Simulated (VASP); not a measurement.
# Ta2Si (I4/mcm) in VASP: further runs, part 2 of 2

VASP 6.6.1.

### 3 Single point, PBEsol

INCAR

```
ALGO = Fast
EDIFF = 1E-7
ENCUT = 520
GGA = PS
ISIF = 2
ISMEAR = 0
LASPH = True
LCHARG = False
LREAL = False
LWAVE = False
NBANDS = 35
NELM = 100
PREC = Accurate
SIGMA = 0.1
```

KPOINTS

```
k-points
0
Gamma
  2 2 2
```

POSCAR

```
Ta2Si
1.0
   -3.0877629443      3.0877629443      2.5236412193
    3.0877629443     -3.0877629443      2.5236412193
    3.0877629443      3.0877629443     -2.5236412193
Ta Si
4 2
Direct
    0.6635932100      0.8364067900      0.5000000000
    0.8364067900      0.3364067900      0.1728135800
    0.3364067900      0.1635932100      0.5000000000
    0.1635932100      0.6635932100      0.8271864200
    0.2500000000      0.2500000000      0.0000000000
    0.7500000000      0.7500000000      0.0000000000
```

Potentials or basis: VASP PAW PBE potentials, release 64 (Ta_pv, Si).

On the command line:

```console
$ cat potpaw_PBE.64/Ta_pv/POTCAR potpaw_PBE.64/Si/POTCAR > POTCAR
$ mpirun -np 1 vasp_std > vasp.out
```

OUTCAR:

```text
EDIFF = 1E-7
   ENCUT = 520
   GGA = PS
   ISIF = 2
   ISMEAR = 0
   LASPH = True
   LREAL = False
   NELM = 100
   PREC = Accurate

 ion  position               nearest neighbor table
   1  0.664  0.836  0.500-   5 2.63   5 2.63   6 2.63   6 2.63   3 2.86   3 2.94   3 2.94   2 3.23
                             4 3.23   4 3.23   2 3.23   4 3.27   2 3.27   4 3.27   2 3.27
   2  0.836  0.336  0.173-   6 2.63   5 2.63   5 2.63   6 2.63   4 2.86   4 2.94   4 2.94   1 3.23
                             3 3.23   3 3.23   1 3.23   1 3.27   3 3.27   3 3.27   1 3.27
   3  0.336  0.164  0.500-   6 2.63   6 2.63   5 2.63   5 2.63   1 2.86   1 2.94   1 2.94   2 3.23
                             4 3.23   4 3.23   2 3.23   4 3.27   2 3.27   2 3.27   4 3.27
   4  0.164  0.664  0.827-   6 2.63   5 2.63   5 2.63   6 2.63   2 2.86   2 2.94   2 2.94   3 3.23
                             1 3.23   1 3.23   3 3.23   3 3.27   1 3.27   1 3.27   3 3.27
   5  0.250  0.250  0.000-   6 2.52   6 2.52   1 2.63   1 2.63   3 2.63   4 2.63   3 2.63   2 2.63
                             4 2.63   2 2.63
   6  0.750  0.750  0.000-   5 2.52   5 2.52   3 2.63   3 2.63   1 2.63   1 2.63   4 2.63   2 2.63
                             4 2.63   2 2.63

  LATTYP: Found a body centered tetragonal cell.
 ALAT       =     6.1755258886
 C/A-ratio  =     0.8173040693

  Lattice vectors:

 A1 = (  -3.0877629443,   3.0877629443,   2.5236412193)
 A2 = (   3.0877629443,  -3.0877629443,   2.5236412193)
 A3 = (   3.0877629443,   3.0877629443,  -2.5236412193)

Analysis of symmetry for initial positions (statically):
=====================================================================
 Subroutine PRICEL returns:
 Original cell was already a primitive cell.

 Routine SETGRP: Setting up the symmetry group for a
 body centered tetragonal supercell.

 Subroutine GETGRP returns: Found 16 space group operations
 (whereof  8 operations were pure point group operations)
 out of a pool of 16 trial point group operations.

The static configuration has the point symmetry C_4h.
 The point group associated with its full space group is D_4h.

Analysis of symmetry for dynamics (positions and initial velocities):
=====================================================================
[... 126 lines left out ...]
   IVDW    =     0    specifies the selected vdW correction
   LEPSILON=     F    determine dielectric tensor
   LRPA    =     F    only Hartree local field effects (RPA)
 non-spin polarized calculation
 RMM-DIIS sequential band-by-band and
 Gauss-broadening in eV      SIGMA  =   0.10
  energy-cutoff  :      520.00
  volume of cell :       96.24
 maximum number of plane-waves:      2618
 NGX is ok and might be reduce to    40
   NGX = 19   NGY = 19   NGZ = 19

 number of electron      52.0000001 magnetization

 Free energy of the ion-electron system (eV)
  ---------------------------------------------------
  ext. energy  EPLUGINS =         0.00000000
  ---------------------------------------------------
  free energy    TOTEN  =       -65.26248730 eV

  energy without entropy =      -65.23147471  energy(sigma->0) =      -65.24698100

 E-fermi :   7.5092     XC(G=0): -12.5324

 val. band max:        7.4988549135   @ k =   0.5000   0.5000   0.0000
 cond. band min:       7.5593027537   @ k =   0.0000   0.0000   0.0000
 fundamental gap:      0.0604478401
 Fermi energy:         7.5092424143

 k-point     1 :       0.0000    0.0000    0.0000
  band No.  band energies     occupation
      1     -27.1304      2.00000
      2     -27.1304      2.00000
      3     -27.0434      2.00000
      4     -27.0390      2.00000
      5     -27.0100      2.00000
      6     -27.0100      2.00000
[... 141 lines left out ...]
     34      10.9168      0.00000
     35      11.0704      0.00000

------------------------ aborting loop because EDIFF is reached ----------------------------------------

  FORCE on cell =-STRESS in cart. coord.  units (eV):
  Direction    XX          YY          ZZ          XY          YZ          ZX
  --------------------------------------------------------------------------------------
  -------------------------------------------------------------------------------------
  Total       -0.7792117     -0.7792117     -1.2526981      0.0000000     -0.0000000     -0.0000000
  in kB      -12.9715100    -12.9715100    -20.8536212      0.0000000     -0.0000000     -0.0000000
  external PRESSURE =     -15.5988804 kB  Pullay stress =       0.0000000 kB

 VOLUME and BASIS-vectors are now :
 -----------------------------------------------------------------------------
  energy-cutoff  :      520.00
  volume of cell :       96.24
      direct lattice vectors                 reciprocal lattice vectors
    -3.087762944  3.087762944  2.523641219     0.000000000  0.161929529  0.198126420
     3.087762944 -3.087762944  2.523641219     0.161929529  0.000000000  0.198126420
     3.087762944  3.087762944 -2.523641219     0.161929529  0.161929529  0.000000000

 POSITION                                       TOTAL-FORCE (eV/Angst)
 -----------------------------------------------------------------------------------
      2.07749      1.01027      2.52364         0.250969     -0.250969      0.000000
     -1.01027      2.07749      2.52364         0.250969      0.250969      0.000000
      1.01027      2.07749      0.00000        -0.250969      0.250969      0.000000
      4.09804      1.01027      0.00000        -0.250969     -0.250969     -0.000000
      0.00000      0.00000      1.26182         0.000000      0.000000     -0.000000
      0.00000      0.00000      3.78546         0.000000      0.000000     -0.000000
 -----------------------------------------------------------------------------------
    total drift:                               -0.000000     -0.000000     -0.000000

  FREE ENERGIE OF THE ION-ELECTRON SYSTEM (eV)
  ---------------------------------------------------
  free  energy   TOTEN  =       -65.2624872952 eV

  energy  without entropy=      -65.2314747132  energy(sigma->0) =      -65.24698100
```

OSZICAR:

```text
N       E                     dE             d eps       ncg     rms          rms(c)
DAV:   1     0.447992344155E+03    0.44799E+03   -0.27696E+04   280   0.149E+03
DAV:   2    -0.504250489748E+02   -0.49842E+03   -0.48680E+03   310   0.430E+02
DAV:   3    -0.685144068574E+02   -0.18089E+02   -0.17724E+02   368   0.741E+01
DAV:   4    -0.687868539149E+02   -0.27245E+00   -0.27152E+00   360   0.871E+00
DAV:   5    -0.687914560776E+02   -0.46022E-02   -0.45986E-02   352   0.109E+00    0.313E+01
RMM:   6    -0.656976440222E+02    0.30938E+01   -0.59720E+00   298   0.110E+01    0.143E+01
RMM:   7    -0.653105549069E+02    0.38709E+00   -0.47544E+00   316   0.860E+00    0.174E+00
RMM:   8    -0.652579432507E+02    0.52612E-01   -0.44825E-01   324   0.296E+00    0.157E+00
RMM:   9    -0.652625407154E+02   -0.45975E-02   -0.95898E-02   353   0.134E+00    0.602E-01
RMM:  10    -0.652628031514E+02   -0.26244E-03   -0.21382E-02   345   0.583E-01    0.221E-01
RMM:  11    -0.652624789460E+02    0.32421E-03   -0.40392E-03   341   0.279E-01    0.158E-01
RMM:  12    -0.652624656037E+02    0.13342E-04   -0.11446E-03   357   0.138E-01    0.575E-02
RMM:  13    -0.652624839515E+02   -0.18348E-04   -0.21564E-04   382   0.619E-02    0.278E-02
RMM:  14    -0.652624866894E+02   -0.27379E-05   -0.31734E-05   392   0.220E-02    0.353E-03
RMM:  15    -0.652624872962E+02   -0.60679E-06   -0.43034E-06   384   0.969E-03    0.233E-03
RMM:  16    -0.652624872952E+02    0.10750E-08   -0.66776E-07   281   0.371E-03
   1 F= -.65262487E+02 E0= -.65246981E+02  d E =-.310126E-01
```

stdout:

```text
POSCAR found type information on POSCAR TaSi
 POSCAR found :  2 types and       6 ions
 scaLAPACK will be used
 -----------------------------------------------------------------------------
|                                                                             |
|                                                                             |
|     You enforced a specific xc type in the INCAR file but a different       |
|     I HOPE YOU KNOW WHAT YOU ARE DOING!                                     |
|                                                                             |
 -----------------------------------------------------------------------------

 LDA part: xc-table for (Slater+PW92), standard interpolation
 POSCAR, INCAR and KPOINTS ok, starting setup
 FFT: planning ... GRIDC
 FFT: planning ... GRID_SOFT
 FFT: planning ... GRID
 WAVECAR not read
 entering main loop
```

Wall time 46 s (1 thread of Intel Xeon 8259CL, shared host); peak memory 0.23 GiB.

What came out:

| Item | Value |
| --- | --- |
| Free energy | -65.2625 eV |
| Pressure | -1.6 GPa |
| Largest force | 0.355 eV/Å |
| Band gap on the k mesh | zero (bands 26 and 27 overlap by 0.56 eV) |

Forces on the atoms (eV/Å):
```
Ta   0.251 -0.251  0.000
Ta   0.251  0.251  0.000
Ta  -0.251  0.251  0.000
Ta  -0.251 -0.251  0.000
Si   0.000  0.000  0.000
Si   0.000  0.000  0.000
```

Stress tensor (GPa, compression positive):
```
-1.30  0.00  0.00
 0.00 -1.30  0.00
 0.00  0.00 -2.09
```

Caveat: the k points lie up to 0.80 Å⁻¹ apart, too coarse for converged energies and pressures of a metal; the PAW data sets were made with another functional, which shifts forces and pressure a little; spin-orbit coupling is left out, which moves the levels of the heavy elements.

### 4 Single point, PBEsol

INCAR

```
PREC = Accurate
ENCUT = 520
EDIFF = 1E-6
ISMEAR = 0
SIGMA = 0.1
LREAL = False
LASPH = True
NELM = 80
ALGO = Normal
ISIF = 2
LWAVE = False
LCHARG = True
GGA = PS
LELF = True
LVHAR = True
NBANDS = 35
```

KPOINTS

```
regular mesh
0
Gamma
  4 4 4
```

POSCAR is that of step 3.

On the command line:

```console
$ cat potpaw_PBE.64/Ta_pv/POTCAR potpaw_PBE.64/Si/POTCAR > POTCAR
$ mpirun -np 1 vasp_std > vasp.out
```

Wall time 82 s (1 thread of Intel Xeon 8259CL, shared host); peak memory 0.25 GiB.

Results (log left out):

```yaml
Free_energy: -65.3027 eV
Pressure: -2.6 GPa
Largest_force: 0.003 eV/Å
Band_gap_on_the_k_mesh: zero (bands 26 and 27 overlap by 0.60 eV)
```

Forces in eV/Å, atoms in the order of the input:
```
Ta   0.002 -0.002  0.000
Ta   0.002  0.002  0.000
Ta  -0.002  0.002  0.000
Ta  -0.002 -0.002  0.000
Si   0.000  0.000  0.000
Si   0.000  0.000  0.000
```

Stress tensor (GPa, compression positive):
```
-3.06  0.00  0.00
 0.00 -3.06  0.00
 0.00  0.00 -1.54
```

Levels at points of the mesh, in eV from the Fermi level:
| k point | band 23 | band 24 | band 25 | band 26 | band 27 | band 28 | band 29 | band 30 |
| --- | --- | --- | --- | --- | --- | --- | --- | --- |
| (0.00, 0.00, 0.00) | -2.42 | -1.98 | 0.19 | 0.27 | 0.97 | 1.33 | 1.33 | 1.58 |
| (0.50, 0.00, 0.00) | -1.92 | -1.92 | -1.02 | -1.02 | 0.72 | 0.72 | 1.90 | 1.90 |
| (0.50, 0.50, 0.00) | -1.89 | -1.42 | -0.15 | 0.04 | 0.12 | 0.66 | 1.37 | 1.82 |
| (0.50, 0.50, 0.50) | -1.01 | -0.99 | -0.99 | -0.97 | -0.22 | 0.25 | 0.75 | 0.75 |

Caveat: the k points lie up to 0.40 Å⁻¹ apart, too coarse for converged energies and pressures of a metal; the PAW data sets were made with another functional, which shifts forces and pressure a little; spin-orbit coupling is left out, which moves the levels of the heavy elements.

### 5 Single point, PBEsol

INCAR

```
PREC = Accurate
ENCUT = 520
EDIFF = 1E-7
ISMEAR = 0
SIGMA = 0.01
LREAL = False
LASPH = True
NELM = 60
ALGO = Fast
ISIF = 2
LWAVE = False
LCHARG = True
GGA = PS
LELF = True
LVHAR = True
NBANDS = 35
```

KPOINTS

```
regular mesh
0
Gamma
  5 5 5
```

POSCAR is that of step 4.

Potentials or basis: VASP PAW PBE potentials, release 64 (Ta_pv, Si).

On the command line:

```console
$ cat potpaw_PBE.64/Ta_pv/POTCAR potpaw_PBE.64/Si/POTCAR > POTCAR
$ mpirun -np 1 vasp_std > vasp.out
```

OUTCAR:

```text
PREC = Accurate
   ENCUT = 520
   EDIFF = 1E-7
   ISMEAR = 0
   LREAL = False
   LASPH = True
   NELM = 60
   ISIF = 2
   GGA = PS

 ion  position               nearest neighbor table
   1  0.664  0.836  0.500-   5 2.63   5 2.63   6 2.63   6 2.63   3 2.86   3 2.94   3 2.94   2 3.23
                             4 3.23   4 3.23   2 3.23   4 3.27   2 3.27   4 3.27   2 3.27
   2  0.836  0.336  0.173-   6 2.63   5 2.63   5 2.63   6 2.63   4 2.86   4 2.94   4 2.94   1 3.23
                             3 3.23   3 3.23   1 3.23   1 3.27   3 3.27   3 3.27   1 3.27
   3  0.336  0.164  0.500-   6 2.63   6 2.63   5 2.63   5 2.63   1 2.86   1 2.94   1 2.94   2 3.23
                             4 3.23   4 3.23   2 3.23   4 3.27   2 3.27   2 3.27   4 3.27
   4  0.164  0.664  0.827-   6 2.63   5 2.63   5 2.63   6 2.63   2 2.86   2 2.94   2 2.94   3 3.23
                             1 3.23   1 3.23   3 3.23   3 3.27   1 3.27   1 3.27   3 3.27
   5  0.250  0.250  0.000-   6 2.52   6 2.52   1 2.63   1 2.63   3 2.63   4 2.63   3 2.63   2 2.63
                             4 2.63   2 2.63
   6  0.750  0.750  0.000-   5 2.52   5 2.52   3 2.63   3 2.63   1 2.63   1 2.63   4 2.63   2 2.63
                             4 2.63   2 2.63

  LATTYP: Found a body centered tetragonal cell.
 ALAT       =     6.1755258886
 C/A-ratio  =     0.8173040693

  Lattice vectors:

 A1 = (  -3.0877629443,   3.0877629443,   2.5236412193)
 A2 = (   3.0877629443,  -3.0877629443,   2.5236412193)
 A3 = (   3.0877629443,   3.0877629443,  -2.5236412193)

Analysis of symmetry for initial positions (statically):
=====================================================================
 Subroutine PRICEL returns:
 Original cell was already a primitive cell.

 Routine SETGRP: Setting up the symmetry group for a
 body centered tetragonal supercell.

 Subroutine GETGRP returns: Found 16 space group operations
 (whereof  8 operations were pure point group operations)
 out of a pool of 16 trial point group operations.

The static configuration has the point symmetry C_4h.
 The point group associated with its full space group is D_4h.

Analysis of symmetry for dynamics (positions and initial velocities):
=====================================================================
[... 139 lines left out ...]
   AEXX    =    0.0000 exact exchange contribution
   IVDW    =     0    specifies the selected vdW correction
   LEPSILON=     F    determine dielectric tensor
   LRPA    =     F    only Hartree local field effects (RPA)
 non-spin polarized calculation
 RMM-DIIS sequential band-by-band and
 Gauss-broadening in eV      SIGMA  =   0.01
  energy-cutoff  :      520.00
  volume of cell :       96.24
 maximum number of plane-waves:      2613
 NGX is ok and might be reduce to    40
   NGX = 19   NGY = 19   NGZ = 19

 number of electron      52.0000001 magnetization

 Free energy of the ion-electron system (eV)
  ---------------------------------------------------
  ext. energy  EPLUGINS =         0.00000000
  ---------------------------------------------------
  free energy    TOTEN  =       -65.30703313 eV

  energy without entropy =      -65.30647220  energy(sigma->0) =      -65.30675267

 E-fermi :   7.3997     XC(G=0): -12.5290

 val. band max:        7.3963346449   @ k =  -0.4000   0.4000   0.4000
 cond. band min:       7.4738768625   @ k =  -0.4000   0.4000   0.0000
 fundamental gap:      0.0775422176
 Fermi energy:         7.3997088079

 k-point     1 :       0.0000    0.0000    0.0000
  band No.  band energies     occupation
      1     -27.0954      2.00000
      2     -27.0954      2.00000
      3     -27.0774      2.00000
      4     -27.0331      2.00000
      5     -27.0331      2.00000
      6     -26.9993      2.00000
[... 673 lines left out ...]
     34      11.0358      0.00000
     35      11.9416      0.00000

------------------------ aborting loop because EDIFF is reached ----------------------------------------

  FORCE on cell =-STRESS in cart. coord.  units (eV):
  Direction    XX          YY          ZZ          XY          YZ          ZX
  --------------------------------------------------------------------------------------
  -------------------------------------------------------------------------------------
  Total       -2.1981130     -2.1981130     -0.8357800      0.0000000      0.0000000      0.0000000
  in kB      -36.5919109    -36.5919109    -13.9132015      0.0000000      0.0000000      0.0000000
  external PRESSURE =     -29.0323411 kB  Pullay stress =       0.0000000 kB

 VOLUME and BASIS-vectors are now :
 -----------------------------------------------------------------------------
  energy-cutoff  :      520.00
  volume of cell :       96.24
      direct lattice vectors                 reciprocal lattice vectors
    -3.087762944  3.087762944  2.523641219     0.000000000  0.161929529  0.198126420
     3.087762944 -3.087762944  2.523641219     0.161929529  0.000000000  0.198126420
     3.087762944  3.087762944 -2.523641219     0.161929529  0.161929529  0.000000000

 POSITION                                       TOTAL-FORCE (eV/Angst)
 -----------------------------------------------------------------------------------
      2.07749      1.01027      2.52364         0.036838     -0.036838     -0.000000
     -1.01027      2.07749      2.52364         0.036838      0.036838     -0.000000
      1.01027      2.07749      0.00000        -0.036838      0.036838     -0.000000
      4.09804      1.01027      0.00000        -0.036838     -0.036838      0.000000
      0.00000      0.00000      1.26182         0.000000     -0.000000     -0.000000
      0.00000      0.00000      3.78546        -0.000000     -0.000000     -0.000000
 -----------------------------------------------------------------------------------
    total drift:                               -0.000000     -0.000000     -0.000000

  FREE ENERGIE OF THE ION-ELECTRON SYSTEM (eV)
  ---------------------------------------------------
  free  energy   TOTEN  =       -65.3070331350 eV

  energy  without entropy=      -65.3064722034  energy(sigma->0) =      -65.30675267
```

OSZICAR:

```text
N       E                     dE             d eps       ncg     rms          rms(c)
DAV:   1     0.454015476212E+03    0.45402E+03   -0.27727E+04  1260   0.150E+03
DAV:   2    -0.477515583472E+02   -0.50177E+03   -0.48934E+03  1385   0.430E+02
DAV:   3    -0.684902406922E+02   -0.20739E+02   -0.20193E+02  1607   0.778E+01
DAV:   4    -0.689050903078E+02   -0.41485E+00   -0.41216E+00  1552   0.102E+01
DAV:   5    -0.689122487927E+02   -0.71585E-02   -0.71497E-02  1578   0.132E+00    0.314E+01
RMM:   6    -0.656883389182E+02    0.32239E+01   -0.66328E+00  1371   0.113E+01    0.143E+01
RMM:   7    -0.653446097149E+02    0.34373E+00   -0.46162E+00  1453   0.840E+00    0.193E+00
RMM:   8    -0.653033470515E+02    0.41263E-01   -0.34554E-01  1522   0.264E+00    0.155E+00
RMM:   9    -0.653078382656E+02   -0.44912E-02   -0.88492E-02  1631   0.114E+00    0.761E-01
RMM:  10    -0.653071259851E+02    0.71228E-03   -0.15976E-02  1548   0.562E-01    0.245E-01
RMM:  11    -0.653069528401E+02    0.17314E-03   -0.45890E-03  1557   0.287E-01    0.244E-01
RMM:  12    -0.653070351158E+02   -0.82276E-04   -0.10260E-03  1737   0.128E-01    0.776E-02
RMM:  13    -0.653070294128E+02    0.57030E-05   -0.21654E-04  1617   0.651E-02    0.156E-02
RMM:  14    -0.653070331656E+02   -0.37528E-05   -0.62179E-05  1762   0.299E-02    0.712E-03
RMM:  15    -0.653070329562E+02    0.20936E-06   -0.10671E-05  1644   0.133E-02    0.610E-03
RMM:  16    -0.653070330732E+02   -0.11697E-06   -0.32716E-06  1566   0.715E-03    0.189E-03
RMM:  17    -0.653070331350E+02   -0.61803E-07   -0.64276E-07  1370   0.340E-03
   1 F= -.65307033E+02 E0= -.65306753E+02  d E =-.560932E-03
```

It took 2.7 min on 1 thread of Intel Xeon 8259CL, shared host; peak memory 0.26 GiB.

Results:

```
Free energy            : -65.3070 eV
Pressure               : -2.9 GPa
Largest force          : 0.052 eV/Å
Band gap on the k mesh : zero (bands 26 and 27 overlap by 0.47 eV)
```

Forces in eV/Å, atoms in the order of the input:
```
Ta   0.037 -0.037  0.000
Ta   0.037  0.037  0.000
Ta  -0.037  0.037  0.000
Ta  -0.037 -0.037  0.000
Si   0.000  0.000  0.000
Si   0.000  0.000  0.000
```

Stress tensor (GPa, compression positive):
```
-3.66  0.00  0.00
 0.00 -3.66  0.00
 0.00  0.00 -1.39
```

Caveat: the PAW data sets were made with another functional, which shifts forces and pressure a little; spin-orbit coupling is left out, which moves the levels of the heavy elements.

### 6 The runs side by side

```csv
k mesh,smearing,gap on the mesh (eV),pressure (GPa),largest force (eV/Å)
1 × 1 × 1,gaussian 0.1 eV,-,1.8,1.68
2 × 2 × 2,gaussian 0.1 eV,none,-1.6,0.35
4 × 4 × 4,gaussian 0.1 eV,none,-2.6,-
5 × 5 × 5,gaussian 0.01 eV,none,-2.9,0.05
```

Alike in all rows: task single point; level PBEsol; potentials or basis VASP PAW PBE potentials, release 64 (Ta_pv, Si); no spin polarisation; cell as given; cutoff (eV) 520.

Caveats: some runs use coarse meshes; the PAW data sets were made with another functional, which shifts forces and pressure a little; spin-orbit coupling is left out, which moves the levels of the heavy elements.

Absolute energies hang on the potentials; compare differences alone.

The gap in the log of VASP goes by the Fermi energy; the results here count the filled bands.